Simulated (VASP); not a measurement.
# AlN (P6_3mc) in VASP: further runs

AlN is run at these levels: PBE; tasks: single point.

All numbers are computed with VASP 6.6.1; they aren't measurements. Logs are shortened: lines on timing, memory, paths and dates and some standing lists are left out, and cuts for length are marked.

**Measured values to compare with.**

“Self-assembly of well-separated AlN nanowires directly on sputtered metallic TiN films”, 2019, arxiv:1910.07391 quotes, for a bulk crystal of AlN at 10 K: band gap 6.034 eV (an exciton energy, a little under the gap).

The results are compared with them further down.

### 1 The cell of the first run

The structure is hexagonal, space group P6_3mc (No. 186). Conventional cell: a = 3.193 Å, b = 3.193 Å, c = 4.415 Å, α = 90.00°, β = 90.00°, γ = 120.00°. Within 2.5 Å of Al (site symmetry 3m) lie 4 N at 1.87 to 1.90 Å. N (site symmetry 3m) has 4 Al at 1.87 to 1.90 Å within 2.5 Å.

### 2 Single point, PBE

Input file INCAR:

```
SYSTEM = AlN
PREC = Accurate
ENCUT = 520
EDIFF = 1E-6
ISMEAR = 0
SIGMA = 0.05
LREAL = .False.
LASPH = .True.
NELM = 100
ALGO = Normal
ISIF = 2
LWAVE = .False.
LCHARG = .False.
GGA = PE
NBANDS = 16
```

Input file KPOINTS:

```
regular mesh
0
Gamma
  9 9 6
  0 0 0
```

Input file POSCAR:

```
AlN
1.0
    3.1925000000      0.0000000000      0.0000000000
   -1.5962500000      2.7647861016      0.0000000000
    0.0000000000      0.0000000000      4.4149000000
Al N
2 2
Direct
    0.3333333333      0.6666666667     -0.0225899557
    0.6666666667      0.3333333333      0.4774100443
    0.3333333333      0.6666666667      0.4075899557
    0.6666666667      0.3333333333      0.9075899557
```

Potentials or basis: VASP PAW PBE potentials, release 64 (Al, N).

Run with:

```
cat potpaw_PBE.64/Al/POTCAR potpaw_PBE.64/N/POTCAR > POTCAR
mpirun -np 1 vasp_std > vasp.out
```

OUTCAR:

```text
SYSTEM = AlN
   PREC = Accurate
   ENCUT = 520
   EDIFF = 1E-6
   ISMEAR = 0
   LREAL = .False.
   LASPH = .True.
   NELM = 100
   ISIF = 2
   GGA = PE

 ion  position               nearest neighbor table
   1  0.333  0.667  0.977-   4 1.87   4 1.87   4 1.87   3 1.90   3 2.52   2 2.88   2 2.88   2 2.88
                             2 2.88   2 2.88   2 2.88
   2  0.667  0.333  0.477-   3 1.87   3 1.87   3 1.87   4 1.90   4 2.52   1 2.88   1 2.88   1 2.88
                             1 2.88   1 2.88   1 2.88
   3  0.333  0.667  0.408-   2 1.87   2 1.87   2 1.87   1 1.90   1 2.52
   4  0.667  0.333  0.908-   1 1.87   1 1.87   1 1.87   2 1.90   2 2.52

  LATTYP: Found a hexagonal cell.
 ALAT       =     3.1925000000
 C/A-ratio  =     1.3828974158

  Lattice vectors:

 A1 = (   3.1925000000,   0.0000000000,   0.0000000000)
 A2 = (  -1.5962500000,   2.7647861016,   0.0000000000)
 A3 = (   0.0000000000,   0.0000000000,   4.4149000000)

Analysis of symmetry for initial positions (statically):
=====================================================================
 Subroutine PRICEL returns:
 Original cell was already a primitive cell.

 Routine SETGRP: Setting up the symmetry group for a
 hexagonal supercell.

 Subroutine GETGRP returns: Found 12 space group operations
 (whereof  6 operations were pure point group operations)
 out of a pool of 24 trial point group operations.

The static configuration has the point symmetry C_3v.
 The point group associated with its full space group is C_6v.

Analysis of symmetry for dynamics (positions and initial velocities):
=====================================================================
 Subroutine PRICEL returns:
 Original cell was already a primitive cell.

 Routine SETGRP: Setting up the symmetry group for a
 hexagonal supercell.

 Subroutine GETGRP returns: Found 12 space group operations
 (whereof  6 operations were pure point group operations)
 out of a pool of 24 trial point group operations.

The dynamic configuration has the point symmetry C_3v.
 The point group associated with its full space group is C_6v.

 Subroutine INISYM returns: Found 12 space group operations
 (whereof  6 operations are pure point group operations),
 and found     1 'primitive' translations

----------------------------------------------------------------------------------------

                                     Primitive cell

  volume of cell :      38.9685

  direct lattice vectors                    reciprocal lattice vectors
     3.192500000  0.000000000  0.000000000     0.313234143  0.180845817  0.000000000
    -1.596250000  2.764786102  0.000000000     0.000000000  0.361691633  0.000000000
     0.000000000  0.000000000  4.414900000     0.000000000  0.000000000  0.226505697

  length of vectors
     3.192500000  3.192500000  4.414900000     0.361691633  0.361691633  0.226505697

  position of ions in fractional coordinates (direct lattice)
     0.333333333  0.666666667  0.977410044
     0.666666667  0.333333333  0.477410044
     0.333333333  0.666666667  0.407589956
     0.666666667  0.333333333  0.907589956

  ion indices of the primitive-cell ions
   primitive index   ion index
                 1           1
                 2           2
                 3           3
                 4           4

----------------------------------------------------------------------------------------

 KPOINTS: regular mesh

Automatic generation of k-mesh.
 Grid dimensions read from file:
 generate k-points for:    9    9    6

 Generating k-lattice:

  Cartesian coordinates                     Fractional coordinates (reciprocal lattice)
     0.034803794  0.020093980  0.000000000     0.111111111  0.000000000  0.000000000
     0.000000000  0.040187959  0.000000000     0.000000000  0.111111111  0.000000000
     0.000000000  0.000000000  0.037750949     0.000000000  0.000000000  0.166666667

  Length of vectors
     0.040187959  0.040187959  0.037750949

  Shift w.r.t. Gamma in fractional coordinates (k-lattice)
     0.000000000  0.000000000  0.000000000

 Subroutine IBZKPT returns following result:
 ===========================================

 Found     48 irreducible k-points:

 Following reciprocal coordinates:
            Coordinates               Weight
  0.000000  0.000000  0.000000      1.000000
  0.111111 -0.000000  0.000000      6.000000
  0.222222 -0.000000  0.000000      6.000000
  0.333333 -0.000000  0.000000      6.000000
  0.444444 -0.000000  0.000000      6.000000
  0.111111  0.111111  0.000000      6.000000
[... 16 lines left out ...]
  0.333333  0.222222  0.166667     24.000000
  0.333333  0.333333  0.166667      4.000000
 [... further k-points ...]
   k-points           NKPTS =     48   k-points in BZ     NKDIM =     48   number of bands    NBANDS=     16
   number of dos      NEDOS =    301   number of ions     NIONS =      4
   total plane-waves  NPLWV =  20736
   dimension x,y,z NGX =    24 NGY =   24 NGZ =   36
   dimension x,y,z NGXF=    48 NGYF=   48 NGZF=   72
   ions per type =               2   2
   NGX,Y,Z   is equivalent  to a cutoff of  12.50, 12.50, 13.56 a.u.
   NGXF,Y,Z  is equivalent  to a cutoff of  25.00, 25.00, 27.11 a.u.
 SYSTEM =  AlN
   PREC   = accura    normal or accurate (medium, high low for compatibility)
   ISTART =      0    job   : 0-new  1-cont  2-samecut
   ICHARG =      2    charge: 1-file 2-atom 10-const
   ISPIN  =      1    spin polarized calculation?
   LNONCOLLINEAR =      F non collinear calculations
   LSORBIT =      F    spin-orbit coupling
   LASPH  =      T    aspherical Exc in radial PAW
   ENCUT  =  520.0 eV  38.22 Ry    6.18 a.u.   5.94  5.94  8.21*2*pi/ulx,y,z
   NELM   =    100;   NELMIN=  2; NELMDL= -5     # of ELM steps
   EDIFF  = 0.1E-05   stopping-criterion for ELM
   LREAL  =      F    real-space projection
   EDIFFG = 0.1E-04   stopping-criterion for IOM
   NSW    =      0    number of steps for IOM
   IBRION =     -1    ionic relax: 0-MD 1-quasi-New 2-CG
   NFREE  =      0    steps in history (QN), initial steepest desc. (CG)
   ISIF   =      2    stress and relaxation
   ISYM   =      2    0-nonsym 1-usesym 2-fastsym
   POTIM  = 0.5000    time-step for ionic-motion
   TEBEG  =    0.0;   TEEND  =   0.0 temperature during run
   PSTRESS=    0.0 pullay stress
   NELECT =      16.0000    total number of electrons
   NUPDOWN=      -1.0000    fix difference up-down
   EMIN   =  10.00;   EMAX   =-10.00  energy-range for DOS
   EFERMI =   0.00;   METHOD = LEGACY
   ISMEAR =     0;   SIGMA  =   0.05  broadening in eV -4-tet -1-fermi 0-gaus
   EFERMI_NEDOS =   21; number of points for ismear=-14 and -15
   IALGO  =     38    algorithm
   IMIX   =      4    mixing-type and parameters
     AMIX     =   0.40;   BMIX     =  1.00
     AMIX_MAG =   1.60;   BMIX_MAG =  1.00
  volume/ion in A,a.u.               =       9.74        65.74
  Fermi-wavevector in a.u.,A,eV,Ry     =   1.216775  2.299372 20.143999  1.480542
  Thomas-Fermi vector in A             =   2.352118
   LORBIT       =      0    0 simple, 1 ext, 2 COOP (PROOUT), +10 PAW based schemes
   GGA     = PE    functional components
   LHFCALC =     F    Hartree Fock is set to
   AEXX    =    0.0000 exact exchange contribution
   IVDW    =     0    specifies the selected vdW correction
   LEPSILON=     F    determine dielectric tensor
   LRPA    =     F    only Hartree local field effects (RPA)
 non-spin polarized calculation
 Gauss-broadening in eV      SIGMA  =   0.05
  energy-cutoff  :      520.00
  volume of cell :       38.97
 maximum number of plane-waves:      1062
 NGX is ok and might be reduce to    24
   NGX = 11   NGY = 11   NGZ = 17

 number of electron      16.0000004 magnetization

 Free energy of the ion-electron system (eV)
  ---------------------------------------------------
  ext. energy  EPLUGINS =         0.00000000
  ---------------------------------------------------
  free energy    TOTEN  =       -29.33648819 eV

  energy without entropy =      -29.33648819  energy(sigma->0) =      -29.33648819

 E-fermi :   8.0987     XC(G=0): -11.2338

 val. band max:        7.8984778076   @ k =   0.0000   0.0000   0.0000
 cond. band min:      11.6439700950   @ k =   0.0000   0.0000   0.0000
 fundamental gap:      3.7454922874
 Fermi energy:         8.0986932453

 k-point     1 :       0.0000    0.0000    0.0000
  band No.  band energies     occupation
      1      -8.7615      2.00000
      2      -5.6117      2.00000
      3       1.0383      2.00000
      4       5.2086      2.00000
      5       5.2086      2.00000
      6       6.4310      2.00000
[... 8 lines left out ...]
     15      19.8361      0.00000
     16      20.8369      0.00000

 k-point     2 :       0.1111   -0.0000    0.0000
  band No.  band energies     occupation
      1      -8.6093      2.00000
      2      -5.5669      2.00000
      3       1.2079      2.00000
      4       4.6111      2.00000
      5       5.0053      2.00000
      6       5.8734      2.00000
[... 8 lines left out ...]
     15      20.0063      0.00000
     16      20.1622      0.00000

 k-point     3 :       0.2222   -0.0000    0.0000
  band No.  band energies     occupation
      1      -8.1744      2.00000
      2      -5.4807      2.00000
      3       1.7002      2.00000
      4       3.3256      2.00000
      5       4.5912      2.00000
      6       4.8209      2.00000
[... 8 lines left out ...]
     15      19.0149      0.00000
     16      20.2393      0.00000

 k-point     4 :       0.3333   -0.0000    0.0000
  band No.  band energies     occupation
      1      -7.5352      2.00000
      2      -5.4903      2.00000
      3       2.0924      2.00000
      4       2.4879      2.00000
      5       3.8526      2.00000
      6       4.2136      2.00000
[... 8 lines left out ...]
     15      20.5416      0.00000
     16      20.5541      0.00000
[... 324 lines left out ...]
 k-point    22 :       0.2222    0.2222    0.1667
  band No.  band energies     occupation
      1      -7.0821      2.00000
      2      -5.6435      2.00000
      3       1.9241      2.00000
      4       2.2180      2.00000
      5       3.8844      2.00000
      6       4.0978      2.00000
[... 8 lines left out ...]
     15      20.0951      0.00000
     16      21.8487      0.00000

 k-point    23 :       0.3333    0.2222    0.1667
  band No.  band energies     occupation
      1      -6.5198      2.00000
      2      -5.8092      2.00000
      3       1.5352      2.00000
      4       2.3532      2.00000
      5       3.0490      2.00000
      6       4.6704      2.00000
[... 8 lines left out ...]
     15      19.9667      0.00000
     16      21.9430      0.00000

 k-point    24 :       0.3333    0.3333    0.1667
  band No.  band energies     occupation
      1      -6.0920      2.00000
      2      -6.0920      2.00000
      3       1.6296      2.00000
      4       2.5093      2.00000
      5       2.5093      2.00000
      6       4.5577      2.00000
[... 8 lines left out ...]
     15      19.6313      0.00000
     16      21.7904      0.00000

 [... further k-points ...]
[... 5 lines left out ...]
  --------------------------------------------------------------------------------------
  -------------------------------------------------------------------------------------
  Total        2.2599763      2.2599763      5.0059549      0.0000000     -0.0000000      0.0000000
  in kB       92.9182768     92.9182768    205.8184032      0.0000000     -0.0000000      0.0000000
  external PRESSURE =     130.5516523 kB  Pullay stress =       0.0000000 kB

 VOLUME and BASIS-vectors are now :
 -----------------------------------------------------------------------------
  energy-cutoff  :      520.00
  volume of cell :       38.97
      direct lattice vectors                 reciprocal lattice vectors
     3.192500000  0.000000000  0.000000000     0.313234143  0.180845817  0.000000000
    -1.596250000  2.764786102  0.000000000     0.000000000  0.361691633  0.000000000
     0.000000000  0.000000000  4.414900000     0.000000000  0.000000000  0.226505697

 POSITION                                       TOTAL-FORCE (eV/Angst)
 -----------------------------------------------------------------------------------
     -0.00000      1.84319      4.31517         0.000000     -0.000000     -0.001397
      1.59625      0.92160      2.10772         0.000000      0.000000     -0.001397
     -0.00000      1.84319      1.79947        -0.000000      0.000000      0.001397
      1.59625      0.92160      4.00692         0.000000     -0.000000      0.001397
 -----------------------------------------------------------------------------------
    total drift:                                0.000000      0.000000      0.000278

  FREE ENERGIE OF THE ION-ELECTRON SYSTEM (eV)
  ---------------------------------------------------
  free  energy   TOTEN  =       -29.3364881881 eV

  energy  without entropy=      -29.3364881881  energy(sigma->0) =      -29.33648819
```

Run time: 8.4 s. Hardware: 1 thread of Intel Xeon 6975P-C (Granite Rapids), shared host; peak memory 0.15 GiB.

What came out:

```
Free energy            : -29.3365 eV
Pressure               : 13.1 GPa
Band gap on the k mesh : 3.75 eV, direct
```

Stress tensor (GPa, compression positive):
```
 9.29  0.00  0.00
 0.00  9.29  0.00
 0.00  0.00 20.58
```

Levels at points of the mesh, in eV from the valence-band top:
```
           k point  band 5  band 6  band 7  band 8  band 9  band 10  band 11  band 12
(0.00, 0.00, 0.00)   -2.69   -1.47   -1.47    0.00    3.75     5.20     9.27     9.27
(0.00, 0.00, 0.50)   -2.10   -2.10   -2.10   -2.10    5.88     5.88     9.55     9.55
```

### 3 Single point, PBE

This run uses another cell than the first one, of 9.79 Å³/atom, 1.005 times its volume.

Input file INCAR:

```
ALGO = Normal
EDIFF = 1E-7
ENCUT = 520
GGA = PE
ISIF = 2
ISMEAR = 0
LASPH = T
LCHARG = F
LREAL = F
LWAVE = F
NBANDS = 16
NELM = 80
PREC = Accurate
SIGMA = 0.05
```

Input file KPOINTS:

```
k-points
0
Gamma
  9 9 6
```

Input file POSCAR:

```
AlN
1.0
    3.1298889828      0.0000000000      0.0000000000
   -1.5649444914      2.7105633702      0.0000000000
    0.0000000000      0.0000000000      4.6156000000
Al N
2 2
Direct
    0.3333333333      0.6666666667     -0.0096183340
    0.6666666667      0.3333333333      0.4903816660
    0.3333333333      0.6666666667      0.3946183340
    0.6666666667      0.3333333333      0.8946183340
```

Potentials or basis: VASP PAW PBE potentials, release 64 (Al, N).

Run with:

```
cat potpaw_PBE.64/Al/POTCAR potpaw_PBE.64/N/POTCAR > POTCAR
mpirun -np 1 vasp_std > vasp.out
```

Wall time 9.1 s (1 thread of Intel Xeon 6975P-C (Granite Rapids), shared host); peak memory 0.16 GiB.

Results (log left out):

```yaml
Free_energy: -29.4953 eV
Pressure: 16.3 GPa
Band_gap_on_the_k_mesh: 4.19 eV, direct
```

Stress tensor (GPa, compression positive):
```
11.83  0.00  0.00
 0.00 11.83  0.00
 0.00  0.00 25.22
```

Levels at points of the mesh, in eV from the valence-band top:
| k point | band 6 | band 7 | band 8 | band 9 | band 10 | band 11 |
| --- | --- | --- | --- | --- | --- | --- |
| (0.00, 0.00, 0.00) | -1.00 | -1.00 | 0.00 | 4.19 | 5.97 | 10.23 |
| (0.00, 0.00, 0.50) | -1.49 | -1.49 | -1.49 | 6.27 | 6.27 | 10.54 |

A k mesh can miss the band edges.

### 4 Single point, PBE

This run uses another cell than the first one, of 10.63 Å³/atom, 1.091 times its volume.

Input file INCAR:

```
PREC = Accurate ; ENCUT = 520
EDIFF = 1E-7 ; ISMEAR = 0
SIGMA = 0.05 ; LREAL = False
LASPH = True ; NELM = 80
ALGO = Normal ; ISIF = 2
LWAVE = False ; LCHARG = False
GGA = PE ; NBANDS = 16
```

Input file KPOINTS:

```
regular mesh
0
Gamma
  9 9 6
```

Input file POSCAR:

```
AlN
1.0
    3.0673000000      0.0000000000      0.0000000000
   -1.5336500000      2.6563597210      0.0000000000
    0.0000000000      0.0000000000      5.2176000000
Al N
2 2
Direct
    0.3333333333      0.6666666667      0.0062624491
    0.6666666667      0.3333333333      0.5062624491
    0.3333333333      0.6666666667      0.3787375509
    0.6666666667      0.3333333333      0.8787375509
```

Run with:

```
cat potpaw_PBE.64/Al/POTCAR potpaw_PBE.64/N/POTCAR > POTCAR
mpirun -np 1 vasp_std > vasp.out
```

Run time: 23 s. Hardware: 1 thread of Intel Xeon Platinum 8259CL at 2.50GHz (Skylake/Cascade Lake), shared host; peak memory 0.16 GiB.

The run converged. Its results:

- Free energy: -29.6874 eV
- Pressure: 0.6 GPa
- Band gap on the k mesh: 3.95 eV, direct

Stress tensor (GPa, compression positive):
```
  6.77   0.00   0.00
  0.00   6.77   0.00
  0.00   0.00 -11.71
```

Levels at points of the mesh, in eV from the valence-band top:
```tsv
k point	band 5	band 6	band 7	band 8	band 9	band 10	band 11	band 12
(0.00, 0.00, 0.00)	-0.49	-0.31	0.00	0.00	3.95	7.13	10.09	11.67
(0.00, 0.00, 0.50)	-0.25	-0.25	-0.25	-0.25	6.50	6.50	9.96	9.96
```

### 5 Single point, PBE

This run uses another cell than the first one, of 10.85 Å³/atom, 1.113 times its volume.

Input file INCAR:

```
PREC = Accurate
ENCUT = 520
EDIFF = 1E-6
ISMEAR = 0
SIGMA = 0.05
LREAL = False
LASPH = True
NELM = 80
ALGO = Normal
ISIF = 2
LWAVE = False
LCHARG = True
GGA = PE
LELF = True
LVHAR = True
NBANDS = 16
```

Input file KPOINTS:

```
Automatic mesh
0
Gamma
  9 9 6
```

Input file POSCAR:

```
AlN
1.0
    3.0986000000      0.0000000000      0.0000000000
   -1.5493000000      2.6834663162      0.0000000000
    0.0000000000      0.0000000000      5.2176000000
Al N
2 2
Direct
    0.3333333333      0.6666666667      0.0053642906
    0.6666666667      0.3333333333      0.5053642906
    0.3333333333      0.6666666667      0.3796357094
    0.6666666667      0.3333333333      0.8796357094
```

Run with:

```
cat potpaw_PBE.64/Al/POTCAR potpaw_PBE.64/N/POTCAR > POTCAR
mpirun -np 1 vasp_std > vasp.out
```

Run time: 25 s. Hardware: 1 thread of Intel Xeon Platinum 8259CL at 2.50GHz (Skylake/Cascade Lake), shared host; peak memory 0.16 GiB.

It converged, with:

- Free energy: -29.7102 eV
- Pressure: -3.3 GPa
- Band gap on the k mesh: 3.85 eV, direct

Stress tensor (GPa, compression positive):
```
  1.53   0.00   0.00
  0.00   1.53   0.00
  0.00   0.00 -12.91
```

Levels at points of the mesh, in eV from the valence-band top:
```tsv
k point	band 5	band 6	band 7	band 8	band 9	band 10	band 11	band 12
(0.00, 0.00, 0.00)	-0.51	-0.20	0.00	0.00	3.85	6.88	10.04	11.44
(0.00, 0.00, 0.50)	-0.26	-0.26	-0.26	-0.26	6.34	6.34	9.87	9.87
```

[end of part 1 of 2]
